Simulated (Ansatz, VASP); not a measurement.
Sc in VASP and in Ansatz

Contents of INCAR:

```
SYSTEM = Sc
PREC     = Accurate       ! precision mode
ENCUT    = 520            ! plane-wave cutoff, eV
EDIFF    = 1E-6           ! SCF threshold, eV
ISMEAR   = 0              ! smearing method
SIGMA    = 0.15           ! smearing width, eV
LREAL    = .FALSE.        ! projectors in reciprocal space
LASPH    = .TRUE.         ! aspherical terms in the spheres
NELM     = 80             ! most SCF steps
ALGO     = Fast           ! electronic algorithm
ISIF     = 2              ! what is computed and relaxed
LWAVE    = .FALSE.        ! write WAVECAR
LCHARG   = .FALSE.        ! write CHGCAR
GGA      = PE             ! functional
NBANDS   = 18             ! bands
```

File KPOINTS:

```
regular mesh
0
G
  18 18 10
  0 0 0
```

File POSCAR:

```
Sc
1.0
    3.2095339604      0.0000000000      0.0000000000
   -1.6047669802      2.7795379440      0.0000000000
    0.0000000000      0.0000000000      5.4260400000
Sc
2
Direct
    0.3333333333      0.6666666667      0.2500000000
    0.6666666667      0.3333333333      0.7500000000
```

Input for Ansatz:

```yaml
crystal:
  lattice:
    - [3.2095339604, 0.0, 0.0]
    - [-1.6047669802, 2.779537944, 0.0]
    - [0.0, 0.0, 5.42604]
  atoms:
    - { symbol: Sc, position: [0.3333333333, 0.6666666667, 0.25] }
    - { symbol: Sc, position: [0.6666666667, 0.3333333333, 0.75] }
basis:
  ecutwfc: 420
kpoints:
  mp_grid: { grid: [18, 18, 10] }
hamiltonian:
  xc: pbe
scf:
  occupations: { method: gaussian, width: 0.15 }
output:
  forces: true
  stress: true
  eigenvalues: true
```

Change from the starting cell: strain -0.030 along x and y, +0.030 along z, atoms carried along.

Alike in both runs: task single point; functional PBE; k mesh 18 × 18 × 10; occupations gaussian, width 0.15 eV; no spin polarisation.

|  | VASP | Ansatz |
| --- | --- | --- |
| version | VASP 6.6.1 | Ansatz 0.2.0 |
| potentials or method | VASP PAW PBE potentials, release 64 (Sc_sv), cutoff 520 eV | scalar-relativistic, plane waves, PAW |
| valence electrons in the cell | 22 | 22 |

```tsv
	VASP	Ansatz	Ansatz less VASP
gap on the k mesh at the Fermi level (eV)	none	none	-
pressure (GPa)	1.4	1.4	-0.04
traceless stress, the component that is largest in VASP (GPa)	-3.91	-3.91	+0.003
```

A gap of «none» marks a metal or a gap that the smearing closes.
